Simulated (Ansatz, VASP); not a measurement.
# One calculation of Rh, two programs

```
Rh
1.0
     4.28764    0.00000    0.00000
    -2.14382    3.71320    0.00000
     0.00000    0.00000    2.66014
Rh
3
Direct
  0.00000 0.00000 0.00000
  0.33333 0.66667 0.50000
  0.66667 0.33333 0.50000
```

Alike in both runs: functional r2SCAN; k mesh 6 × 6 × 6; occupations gaussian, width 0.1 eV; no spin polarisation.

Ansatz relaxed the structure, and its values are those at the end. VASP's run is a single point on that final structure, the one shown.

```csv
,VASP,Ansatz
version,VASP 6.6.1,Ansatz 0.2.0
potentials or method,"VASP PAW PBE potentials, release 64 (Rh_sv_GW), cutoff 680 eV","scalar-relativistic, plane waves, PAW"
valence electrons in the cell,51,51
```

```tsv
	VASP	Ansatz	Ansatz less VASP
gap on the k mesh at the Fermi level (eV)	none	none	-
pressure (GPa)	0.0	-0.1	-0.05
```

VASP's potentials were made for PBE, not for r2SCAN. A gap of «none» marks a metal or a gap that the smearing closes.

The k mesh is coarse, so the values compare programs but aren't converged.
